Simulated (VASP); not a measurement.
Here is a VASP 6.6.1 calculation.

POSCAR

```
SnO2
1.0
    0.0000000000      2.6601403188      2.6601403188
    2.6601403188      0.0000000000      2.6601403188
    2.6601403188      2.6601403188      0.0000000000
Sn O
1 2
Direct
    0.0000000000      0.0000000000      0.0000000000
    0.2500000000      0.2500000000      0.2500000000
    0.7500000000      0.7500000000      0.7500000000
```

File INCAR.step1:

```
SYSTEM = SnO2
PREC = Accurate
ENCUT = 520
ISMEAR = -1
SIGMA = 0.02
LREAL = .FALSE.
LASPH = .TRUE.
NELM = 100
NBANDS = 20
GGA = PE
ALGO = Normal
EDIFF = 1E-4
LWAVE = .TRUE.
LCHARG = .FALSE.
```

Contents of INCAR.step2:

```
SYSTEM = SnO2
PREC = Accurate
ENCUT = 520
EDIFF = 1E-7
ISMEAR = -1
SIGMA = 0.02
LREAL = .FALSE.
LASPH = .TRUE.
NELM = 100
ALGO = Normal
ISIF = 2
LWAVE = .FALSE.
LCHARG = .FALSE.
METAGGA = R2SCAN
LMIXTAU = .TRUE.
NBANDS = 20
ISTART = 1
```

The input KPOINTS:

```
regular mesh
0
G
  8 8 8
  0 0 0
```

Potentials or basis: VASP PAW PBE potentials, release 64 (Sn_d, O).

Launch:

```sh
$ cat potpaw_PBE.64/Sn_d/POTCAR potpaw_PBE.64/O/POTCAR > POTCAR
$ cp INCAR.step1 INCAR
$ mpirun -np 1 vasp_std > vasp.out
$ cp INCAR.step2 INCAR
$ mpirun -np 1 vasp_std > vasp.out
```

Problem. Predict the pressure.

Solution. -22.5 GPa.

Problem. What does it give for the band gap on the k mesh?

Solution. Zero (band 13 reaches 5.70 eV, above the bottom of band 14 at 5.14 eV).

Caveat: the cell differs from its parent crystal (strain +5.0%); the PAW data sets were made with another functional, which shifts forces and pressure a little; spin-orbit coupling is left out, which moves the levels of the heavy elements.
